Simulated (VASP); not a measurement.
Wanted: the native input for a VASP 6.6.1 run.

```
Task                   : single point
Functional             : PBE
Potentials or basis    : VASP PAW PBE potentials, release 64 (K_sv, Br)
Cutoff                 : 520 eV
k mesh                 : 6 × 6 × 6
Occupations            : gaussian, width 0.01 eV
Spin                   : no spin polarisation
Dipole correction      : no
Further INCAR settings : ALGO = Normal; EDIFF = 1e-07; NBANDS = 15
```

The structure of KBr lies in POSCAR:

```
KBr
1.0
    3.9758690659      0.0000000000      0.0000000000
    0.0000000000      3.9758690659      0.0000000000
    0.0000000000      0.0000000000      3.9758690659
K Br
1 1
Direct
    0.0000000000      0.0000000000      0.0000000000
    0.5000000000      0.5000000000      0.5000000000
```

One way to write it, as run:

INCAR

```
SYSTEM = KBr
ALGO = Normal
EDIFF = 1E-7
ENCUT = 520
GGA = PE
ISIF = 2
ISMEAR = 0
LASPH = .True.
LCHARG = .False.
LREAL = .False.
LWAVE = .False.
NBANDS = 15
NELM = 100
PREC = Accurate
SIGMA = 0.01
```

KPOINTS

```
k-points
0
Gamma
  6 6 6
  0 0 0
```

Potentials or basis: VASP PAW PBE potentials, release 64 (K_sv, Br).

Run with:

```bash
$ cat potpaw_PBE.64/K_sv/POTCAR potpaw_PBE.64/Br/POTCAR > POTCAR
$ mpirun -np 1 vasp_std > vasp.out
```

Results of the run:

```
Pressure               : 0.9 GPa
Band gap on the k mesh : 4.02 eV (least direct gap 4.30 eV)
```

It took 28 s on 1 thread of Intel Xeon 8259CL, with other jobs on the host, peak memory 0.17 GiB.
